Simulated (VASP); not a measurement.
Set up this calculation in VASP 6.6.1, as the native input.

- Task: single point
- Functional: PBE
- Potentials or basis: VASP PAW PBE potentials, release 64 (Zr_sv)
- Cutoff: 520 eV
- k mesh: 15 × 15 × 15
- Occupations: fermi-dirac, width 0.08 eV
- Spin: no spin polarisation
- Dipole correction: no
- Further INCAR settings: ALGO = Normal; EDIFF = 1e-06; NBANDS = 19

The structure of Zr lies in POSCAR:

```
Zr
1.0
   -2.5718222734      2.5718222734      1.4284062756
    2.5718222734     -2.5718222734      1.4284062756
    2.5718222734      2.5718222734     -1.4284062756
Zr
2
Direct
   -0.3750000000     -0.1250000000     -0.2500000000
    0.3750000000      0.1250000000      0.2500000000
```

The input as run:

INCAR

```
PREC = Accurate ; ENCUT = 520
EDIFF = 1E-6 ; ISMEAR = -1
SIGMA = 0.08 ; LREAL = False
LASPH = True ; NELM = 80
ALGO = Normal ; ISIF = 2
LWAVE = False ; LCHARG = False
GGA = PE ; NBANDS = 19
```

KPOINTS

```
Automatic mesh
0
Gamma
  15 15 15
```

Potentials or basis: VASP PAW PBE potentials, release 64 (Zr_sv).

Run with:

```sh
$ cat potpaw_PBE.64/Zr_sv/POTCAR > POTCAR
$ mpirun -np 1 vasp_std > vasp.out
```

It gave:

```json
{"Pressure": "26.1 GPa", "Band gap on the k mesh": "zero (band 12 reaches 11.35 eV, above the bottom of band 13 at 10.16 eV)"}
```

Run time: 96 s on 1 thread of AMD EPYC 9R45 96-Core Processor (Zen 5), on a shared host, peak memory 0.26 GiB.
